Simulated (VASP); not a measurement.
# SnO2 (Pnnm) in VASP: a series of runs

Runs on SnO2. Level: LDA. Tasks: single point.

All numbers are computed with VASP 6.6.1; they aren't measurements. Logs are shortened: lines on timing, memory, paths and dates and some standing lists are left out, and cuts for length are marked.

### Step 1. The cell of the first run

The structure is orthorhombic, space group Pnnm (No. 58). The conventional cell has a = 4.491 Å, b = 4.491 Å, c = 3.034 Å, α = 90.00°, β = 90.00°, γ = 90.00°. Within 2.5 Å of Sn (site symmetry 2/m) lie 6 O at 1.90 to 1.98 Å. O (site symmetry m) has 3 Sn at 1.90 to 1.98 Å and 1 O at 2.55 Å within 2.6 Å.

### Step 2. Single point, LDA (atoms shifted along a free coordinate)

INCAR reads:

```
ALGO = Normal
EDIFF = 1E-7
ENCUT = 520
ISIF = 2
ISMEAR = 0
LASPH = True
LCHARG = True
LELF = True
LREAL = False
LVHAR = True
LWAVE = False
NBANDS = 35
NELM = 100
PREC = Accurate
SIGMA = 0.05
```

KPOINTS reads:

```
k-points
0
Gamma
  6 6 8
```

POSCAR reads:

```
SnO2
1.0
    4.4907696718      0.0000000000      0.0000000000
    0.0000000000      4.4913213421      0.0000000000
    0.0000000000      0.0000000000      3.0339885145
Sn O
2 4
Direct
    0.5000000000      0.5000000000      0.5000000000
    0.0000000000      0.0000000000      0.0000000000
    0.3059833077      0.2932176170      0.0000000000
    0.8059833077      0.2067823830      0.5000000000
    0.1940166923      0.7932176170      0.5000000000
    0.6940166923      0.7067823830      0.0000000000
```

Potentials or basis: VASP PAW LDA potentials, release 64 (Sn_d, O).

On the command line:

```console
$ cat potpaw_LDA.64/Sn_d/POTCAR potpaw_LDA.64/O/POTCAR > POTCAR
$ mpirun -np 1 vasp_std > vasp.out
```

OUTCAR:

```text
EDIFF = 1E-7
   ENCUT = 520
   ISIF = 2
   ISMEAR = 0
   LASPH = True
   LREAL = False
   NELM = 100
   PREC = Accurate

 ion  position               nearest neighbor table
   1  0.500  0.500  0.500-   5 1.90   4 1.90   6 1.98   6 1.98   3 1.98   3 1.98   2 3.52   2 3.52
                             2 3.52   2 3.52   2 3.52   2 3.52   2 3.52   2 3.52
   2  0.000  0.000  0.000-   3 1.90   6 1.90   4 1.98   4 1.98   5 1.98   5 1.98   1 3.52   1 3.52
                             1 3.52   1 3.52   1 3.52   1 3.52   1 3.52   1 3.52
   3  0.306  0.293  0.000-   2 1.90   1 1.98   1 1.98
   4  0.806  0.207  0.500-   1 1.90   2 1.98   2 1.98
   5  0.194  0.793  0.500-   1 1.90   2 1.98   2 1.98
   6  0.694  0.707  0.000-   2 1.90   1 1.98   1 1.98

  LATTYP: Found a simple orthorhombic cell.
 ALAT       =     3.0339885145
 B/A-ratio  =     1.4801538141
 C/A-ratio  =     1.4803356442

  Lattice vectors:

 A1 = (   0.0000000000,   0.0000000000,   3.0339885145)
 A2 = (   4.4907696718,   0.0000000000,   0.0000000000)
 A3 = (   0.0000000000,   4.4913213421,   0.0000000000)

Analysis of symmetry for initial positions (statically):
=====================================================================
 Subroutine PRICEL returns:
 Original cell was already a primitive cell.

 Routine SETGRP: Setting up the symmetry group for a
 simple orthorhombic supercell.

 Subroutine GETGRP returns: Found  8 space group operations
 (whereof  4 operations were pure point group operations)
 out of a pool of  8 trial point group operations.

The static configuration has the point symmetry C_2h.
 The point group associated with its full space group is D_2h.

Analysis of symmetry for dynamics (positions and initial velocities):
=====================================================================
 Subroutine PRICEL returns:
 Original cell was already a primitive cell.

 Routine SETGRP: Setting up the symmetry group for a
 simple orthorhombic supercell.

 Subroutine GETGRP returns: Found  8 space group operations
 (whereof  4 operations were pure point group operations)
 out of a pool of  8 trial point group operations.

The dynamic configuration has the point symmetry C_2h.
 The point group associated with its full space group is D_2h.

 Subroutine INISYM returns: Found  8 space group operations
 (whereof  4 operations are pure point group operations),
 and found     1 'primitive' translations

----------------------------------------------------------------------------------------

                                     Primitive cell

  volume of cell :      61.1940

  direct lattice vectors                    reciprocal lattice vectors
     4.490769672  0.000000000  0.000000000     0.222678978  0.000000000  0.000000000
     0.000000000  4.491321342  0.000000000     0.000000000  0.222651626  0.000000000
     0.000000000  0.000000000  3.033988514     0.000000000  0.000000000  0.329599138

  length of vectors
     4.490769672  4.491321342  3.033988514     0.222678978  0.222651626  0.329599138

  position of ions in fractional coordinates (direct lattice)
     0.500000000  0.500000000  0.500000000
     0.000000000  0.000000000  0.000000000
     0.305983308  0.293217617  0.000000000
     0.805983308  0.206782383  0.500000000
     0.194016692  0.793217617  0.500000000
     0.694016692  0.706782383  0.000000000

  ion indices of the primitive-cell ions
   primitive index   ion index
                 1           1
                 2           2
                 3           3
                 4           4
                 5           5
                 6           6

----------------------------------------------------------------------------------------

 KPOINTS: k-points

Automatic generation of k-mesh.
 Grid dimensions read from file:
 generate k-points for:    6    6    8

 Generating k-lattice:

  Cartesian coordinates                     Fractional coordinates (reciprocal lattice)
     0.037113163  0.000000000  0.000000000     0.166666667  0.000000000  0.000000000
     0.000000000  0.037108604  0.000000000     0.000000000  0.166666667  0.000000000
     0.000000000  0.000000000  0.041199892     0.000000000  0.000000000  0.125000000

  Length of vectors
     0.037113163  0.037108604  0.041199892

  Shift w.r.t. Gamma in fractional coordinates (k-lattice)
     0.000000000  0.000000000  0.000000000

 Subroutine IBZKPT returns following result:
 ===========================================

 Found     80 irreducible k-points:

 Following reciprocal coordinates:
            Coordinates               Weight
  0.000000  0.000000  0.000000      1.000000
  0.166667  0.000000  0.000000      2.000000
  0.333333  0.000000  0.000000      2.000000
  0.500000  0.000000  0.000000      1.000000
  0.000000  0.166667  0.000000      2.000000
  0.166667  0.166667  0.000000      4.000000
[... 16 lines left out ...]
  0.333333  0.166667  0.125000      8.000000
  0.500000  0.166667  0.125000      4.000000
 [... further k-points ...]
   k-points           NKPTS =     80   k-points in BZ     NKDIM =     80   number of bands    NBANDS=     35
   number of dos      NEDOS =    301   number of ions     NIONS =      6
   total plane-waves  NPLWV =  31104
   dimension x,y,z NGX =    36 NGY =   36 NGZ =   24
   dimension x,y,z NGXF=    72 NGYF=   72 NGZF=   48
   ions per type =               2   4
   NGX,Y,Z   is equivalent  to a cutoff of  13.33, 13.33, 13.15 a.u.
   NGXF,Y,Z  is equivalent  to a cutoff of  26.65, 26.65, 26.30 a.u.
 SYSTEM =  unknown system
   PREC   = accura    normal or accurate (medium, high low for compatibility)
   ISTART =      0    job   : 0-new  1-cont  2-samecut
   ICHARG =      2    charge: 1-file 2-atom 10-const
   ISPIN  =      1    spin polarized calculation?
   LNONCOLLINEAR =      F non collinear calculations
   LSORBIT =      F    spin-orbit coupling
   LASPH  =      T    aspherical Exc in radial PAW
   ENCUT  =  520.0 eV  38.22 Ry    6.18 a.u.   8.35  8.35  5.64*2*pi/ulx,y,z
   NELM   =    100;   NELMIN=  2; NELMDL= -5     # of ELM steps
   EDIFF  = 0.1E-06   stopping-criterion for ELM
   LREAL  =      F    real-space projection
   EDIFFG = 0.1E-05   stopping-criterion for IOM
   NSW    =      0    number of steps for IOM
   IBRION =     -1    ionic relax: 0-MD 1-quasi-New 2-CG
   NFREE  =      0    steps in history (QN), initial steepest desc. (CG)
   ISIF   =      2    stress and relaxation
   ISYM   =      2    0-nonsym 1-usesym 2-fastsym
   POTIM  = 0.5000    time-step for ionic-motion
   TEBEG  =    0.0;   TEEND  =   0.0 temperature during run
   PSTRESS=    0.0 pullay stress
   NELECT =      52.0000    total number of electrons
   NUPDOWN=      -1.0000    fix difference up-down
   EMIN   =  10.00;   EMAX   =-10.00  energy-range for DOS
   EFERMI =   0.00;   METHOD = LEGACY
   ISMEAR =     0;   SIGMA  =   0.05  broadening in eV -4-tet -1-fermi 0-gaus
   EFERMI_NEDOS =   21; number of points for ismear=-14 and -15
   IALGO  =     38    algorithm
   IMIX   =      4    mixing-type and parameters
     AMIX     =   0.40;   BMIX     =  1.00
     AMIX_MAG =   1.60;   BMIX_MAG =  1.00
  volume/ion in A,a.u.               =      10.20        68.83
  Fermi-wavevector in a.u.,A,eV,Ry     =   1.550623  2.930253 32.714296  2.404433
  Thomas-Fermi vector in A             =   2.655260
   LORBIT       =      0    0 simple, 1 ext, 2 COOP (PROOUT), +10 PAW based schemes
   GGA     = CA    functional components
   LHFCALC =     F    Hartree Fock is set to
   AEXX    =    0.0000 exact exchange contribution
   IVDW    =     0    specifies the selected vdW correction
   LEPSILON=     F    determine dielectric tensor
   LRPA    =     F    only Hartree local field effects (RPA)
 non-spin polarized calculation
 Gauss-broadening in eV      SIGMA  =   0.05
  energy-cutoff  :      520.00
  volume of cell :       61.19
 maximum number of plane-waves:      1671
 NGX is ok and might be reduce to    36
   NGX = 17   NGY = 17   NGZ = 11

 number of electron      52.0000015 magnetization

 Free energy of the ion-electron system (eV)
  ---------------------------------------------------
  ext. energy  EPLUGINS =         0.00000000
  ---------------------------------------------------
  free energy    TOTEN  =       -40.90190581 eV

  energy without entropy =      -40.90190581  energy(sigma->0) =      -40.90190581

 E-fermi :   8.1098     XC(G=0): -12.6515

 val. band max:        7.8697583724   @ k =   0.0000   0.0000   0.0000
 cond. band min:      10.8991566690   @ k =   0.0000   0.0000   0.0000
 fundamental gap:      3.0293982966
 Fermi energy:         8.1098227097

 k-point     1 :       0.0000    0.0000    0.0000
  band No.  band energies     occupation
      1     -13.5932      2.00000
      2     -12.5399      2.00000
      3     -12.1439      2.00000
      4     -11.8384      2.00000
      5     -11.7820      2.00000
      6     -11.7766      2.00000
[... 27 lines left out ...]
     34      21.6781      0.00000
     35      21.8880      0.00000

 k-point     2 :       0.1667    0.0000    0.0000
  band No.  band energies     occupation
      1     -13.5331      2.00000
      2     -12.4897      2.00000
      3     -12.2568      2.00000
      4     -11.8461      2.00000
      5     -11.7767      2.00000
      6     -11.7722      2.00000
[... 27 lines left out ...]
     34      21.4727      0.00000
     35      21.7642      0.00000

 k-point     3 :       0.3333    0.0000    0.0000
  band No.  band energies     occupation
      1     -13.3548      2.00000
      2     -12.7113      2.00000
      3     -12.1641      2.00000
      4     -11.8783      2.00000
      5     -11.7654      2.00000
      6     -11.7631      2.00000
[... 27 lines left out ...]
     34      21.1133      0.00000
     35      21.2102      0.00000
[... 723 lines left out ...]
 k-point    23 :       0.3333    0.1667    0.1250
  band No.  band energies     occupation
      1     -13.2905      2.00000
      2     -12.8088      2.00000
      3     -12.1857      2.00000
      4     -12.0812      2.00000
      5     -11.7750      2.00000
      6     -11.7055      2.00000
[... 27 lines left out ...]
     34      20.8786      0.00000
     35      21.1049      0.00000

 k-point    24 :       0.5000    0.1667    0.1250
  band No.  band energies     occupation
      1     -13.0842      2.00000
      2     -13.0842      2.00000
      3     -12.1203      2.00000
      4     -12.1203      2.00000
      5     -11.7304      2.00000
      6     -11.7304      2.00000
[... 27 lines left out ...]
     34      20.6262      0.00000
     35      21.6072      0.00000

 [... further k-points ...]
[... 5 lines left out ...]
  --------------------------------------------------------------------------------------
  -------------------------------------------------------------------------------------
  Total       17.7732746     17.1681982     18.9123693     -0.0000000      0.0000000      0.0000000
  in kB      465.3387196    449.4966489    495.1624243     -0.0000000      0.0000000      0.0000000
  external PRESSURE =     469.9992643 kB  Pullay stress =       0.0000000 kB

 VOLUME and BASIS-vectors are now :
 -----------------------------------------------------------------------------
  energy-cutoff  :      520.00
  volume of cell :       61.19
      direct lattice vectors                 reciprocal lattice vectors
     4.490769672  0.000000000  0.000000000     0.222678978  0.000000000  0.000000000
     0.000000000  4.491321342  0.000000000     0.000000000  0.222651626  0.000000000
     0.000000000  0.000000000  3.033988514     0.000000000  0.000000000  0.329599138

 POSITION                                       TOTAL-FORCE (eV/Angst)
 -----------------------------------------------------------------------------------
      2.24538      2.24566      1.51699         0.000000      0.000000      0.000000
      0.00000      0.00000      0.00000         0.000000      0.000000      0.000000
      1.37410      1.31693      0.00000         0.709672      0.612298     -0.000000
      3.61949      0.92873      1.51699         0.709672     -0.612298      0.000000
      0.87128      3.56260      1.51699        -0.709672      0.612298      0.000000
      3.11667      3.17439      0.00000        -0.709672     -0.612298      0.000000
 -----------------------------------------------------------------------------------
    total drift:                               -0.000000     -0.000000     -0.000000

  FREE ENERGIE OF THE ION-ELECTRON SYSTEM (eV)
  ---------------------------------------------------
  free  energy   TOTEN  =       -40.9019058066 eV

  energy  without entropy=      -40.9019058066  energy(sigma->0) =      -40.90190581
```

It took 87 s on 1 thread of Intel Xeon 6975P-C (Granite Rapids), shared host; peak memory 0.24 GiB.

Results:

| Quantity | Value |
| --- | --- |
| Free energy | -40.9019 eV |
| Pressure | 47.0 GPa |
| Largest force | 0.937 eV/Å |
| Band gap on the k mesh | 3.03 eV |

Forces in eV/Å, atoms in the order of the input:
```
Sn   0.000  0.000  0.000
Sn   0.000  0.000  0.000
O    0.710  0.612  0.000
O    0.710 -0.612  0.000
O   -0.710  0.612  0.000
O   -0.710 -0.612  0.000
```

Caveat: the cell differs from its parent crystal (atoms shifted along a free coordinate); the cell stands under pressure; spin-orbit coupling is left out, which moves the levels of the heavy elements.

### Step 3. Single point, LDA (atoms shifted along a free coordinate)

INCAR reads:

```
PREC     = Accurate       # precision mode
ENCUT    = 520            # plane-wave cutoff, eV
EDIFF    = 1E-6           # SCF threshold, eV
ISMEAR   = 0              # smearing method
SIGMA    = 0.05           # smearing width, eV
LREAL    = False          # projectors in reciprocal space
LASPH    = True           # aspherical terms in the spheres
NELM     = 80             # most SCF steps
ALGO     = Normal         # electronic algorithm
ISIF     = 2              # what is computed and relaxed
LWAVE    = False          # write WAVECAR
LCHARG   = True           # write CHGCAR
GGA      = CA             # functional
LELF     = True           # ELF
LVHAR    = True         
NBANDS   = 35             # bands
```

KPOINTS reads:

```
regular mesh
0
Gamma
  6 6 8
```

POSCAR reads:

```
SnO2
1.0
    4.4907696718      0.0000000000      0.0000000000
    0.0000000000      4.4913213421      0.0000000000
    0.0000000000      0.0000000000      3.0339885145
Sn O
2 4
Direct
    0.5000000000      0.5000000000      0.5000000000
    0.0000000000      0.0000000000      0.0000000000
    0.3059833077      0.3450716815      0.0000000000
    0.8059833077      0.1549283185      0.5000000000
    0.1940166923      0.8450716815      0.5000000000
    0.6940166923      0.6549283185      0.0000000000
```

Potentials or basis: VASP PAW LDA potentials, release 64 (Sn_d, O).

On the command line:

```console
$ cat potpaw_LDA.64/Sn_d/POTCAR potpaw_LDA.64/O/POTCAR > POTCAR
$ mpirun -np 1 vasp_std > vasp.out
```

It took 62 s on 1 thread of Intel Xeon 6975P-C (Granite Rapids), shared host; peak memory 0.24 GiB.

The run converged. Its results:

```yaml
Free_energy: -39.4849 eV
Pressure: 60.0 GPa
Largest_force: 5.609 eV/Å
Band_gap_on_the_k_mesh: 3.39 eV
```

Forces on the atoms (eV/Å):
```
Sn   0.000  0.000  0.000
Sn   0.000  0.000  0.000
O   -4.314 -3.586  0.000
O   -4.314  3.586  0.000
O    4.314 -3.586  0.000
O    4.314  3.586  0.000
```

Stress tensor (GPa, compression positive):
```
52.05  0.00  0.00
 0.00 39.90  0.00
 0.00  0.00 88.00
```

Levels at points of the mesh, in eV from the valence-band top:
```csv
k point,band 24,band 25,band 26,band 27,band 28,band 29
"(0.00, 0.00, 0.00)",-0.67,-0.66,0.00,3.39,6.74,7.30
"(0.50, 0.00, 0.00)",-0.77,-0.62,-0.62,6.01,6.01,7.12
"(0.00, 0.50, 0.00)",-0.79,-0.76,-0.76,6.21,6.21,7.99
"(0.50, 0.50, 0.00)",-0.91,-0.85,-0.85,6.16,6.16,8.19
"(0.00, 0.00, 0.50)",-1.97,-1.30,-1.30,8.65,8.65,10.20
"(0.50, 0.00, 0.50)",-1.27,-0.14,-0.14,8.94,8.94,9.06
"(0.00, 0.50, 0.50)",-1.44,-0.05,-0.05,8.68,8.68,8.96
"(0.50, 0.50, 0.50)",-1.36,-0.93,-0.93,7.73,7.73,8.88
```

Caveat: the cell differs from its parent crystal (atoms shifted along a free coordinate); the stress differs along the axes, from 40 to 88 GPa; spin-orbit coupling is left out, which moves the levels of the heavy elements; forces of over 1 eV/Å act on the atoms, so gaps and moduli don't describe the material at rest.

### Step 4. Single point, LDA (atoms shifted along a free coordinate)

INCAR reads:

```
PREC = Accurate
ENCUT = 520
EDIFF = 1E-6
ISMEAR = 0
SIGMA = 0.05
LREAL = F
LASPH = T
NELM = 100
ALGO = Normal
ISIF = 2
LWAVE = F
LCHARG = T
LELF = T
LVHAR = T
NBANDS = 35
```

KPOINTS reads:

```
Automatic mesh
0
Gamma
  6 6 8
```

POSCAR reads:

```
SnO2
1.0
    4.4907696718      0.0000000000      0.0000000000
    0.0000000000      4.4913213421      0.0000000000
    0.0000000000      0.0000000000      3.0339885145
Sn O
2 4
Direct
    0.5000000000      0.5000000000      0.5000000000
    0.0000000000      0.0000000000      0.0000000000
    0.3059833077      0.3191552360      0.0000000000
    0.8059833077      0.1808447640      0.5000000000
    0.1940166923      0.8191552360      0.5000000000
    0.6940166923      0.6808447640      0.0000000000
```

On the command line:

```console
$ cat potpaw_LDA.64/Sn_d/POTCAR potpaw_LDA.64/O/POTCAR > POTCAR
$ mpirun -np 1 vasp_std > vasp.out
```

Run time: 57 s. Hardware: 1 thread of Intel Xeon 6975P-C (Granite Rapids), shared host; peak memory 0.24 GiB.

It converged, with:

```yaml
Free_energy: -40.6851 eV
Pressure: 51.1 GPa
Largest_force: 2.283 eV/Å
Band_gap_on_the_k_mesh: 3.25 eV
```

Forces on the atoms (eV/Å):
```
Sn   0.000  0.000  0.000
Sn   0.000  0.000  0.000
O   -1.686 -1.539  0.000
O   -1.686  1.539  0.000
O    1.686 -1.539  0.000
O    1.686  1.539  0.000
```

Stress tensor (GPa, compression positive):
```
44.02  0.00  0.00
 0.00 42.89  0.00
 0.00  0.00 66.38
```

Levels at points of the mesh, in eV from the valence-band top:
| k point | band 24 | band 25 | band 26 | band 27 | band 28 | band 29 |
| --- | --- | --- | --- | --- | --- | --- |
| (0.00, 0.00, 0.00) | -0.90 | -0.88 | 0.00 | 3.25 | 7.05 | 7.09 |
| (0.50, 0.00, 0.00) | -1.01 | -0.71 | -0.71 | 6.12 | 6.12 | 7.50 |
| (0.00, 0.50, 0.00) | -1.01 | -0.78 | -0.78 | 6.19 | 6.19 | 7.81 |
| (0.50, 0.50, 0.00) | -1.11 | -1.02 | -1.02 | 6.45 | 6.45 | 8.40 |
| (0.00, 0.00, 0.50) | -2.11 | -1.51 | -1.51 | 8.25 | 8.25 | 10.52 |
| (0.50, 0.00, 0.50) | -1.37 | -0.40 | -0.40 | 8.62 | 8.62 | 9.19 |
| (0.00, 0.50, 0.50) | -1.45 | -0.35 | -0.35 | 8.57 | 8.57 | 9.11 |
| (0.50, 0.50, 0.50) | -1.22 | -1.02 | -1.02 | 6.88 | 6.88 | 9.20 |

Caveat: the cell differs from its parent crystal (atoms shifted along a free coordinate); the stress differs along the axes, from 43 to 66 GPa; spin-orbit coupling is left out, which moves the levels of the heavy elements; forces of over 1 eV/Å act on the atoms, so gaps and moduli don't describe the material at rest.

### Step 5. Summary

```csv
cell,gap on the mesh (eV),pressure (GPa),largest force (eV/Å)
"as given, atomic positions A",3.03,47.0,0.94
"as given, atomic positions B",3.39,60.0,5.61
"as given, atomic positions C",3.25,51.1,2.28
```

Alike in all rows: task single point; level LDA; potentials or basis VASP PAW LDA potentials, release 64 (Sn_d, O); no spin polarisation; k mesh 6 × 6 × 8; cutoff (eV) 520; smearing gaussian 0.05 eV.

Caveats: spin-orbit coupling is left out, which moves the levels of the heavy elements; forces of over 1 eV/Å act on the atoms, so gaps and moduli don't describe the material at rest (at least some runs); the cell stands under pressure (at least some runs); the stress differs along the axes, from 40 to 88 GPa (at least some runs); the stress differs along the axes, from 43 to 66 GPa (at least some runs).

Total energies depend on the potentials used, so only differences within one code and one set of settings carry meaning.
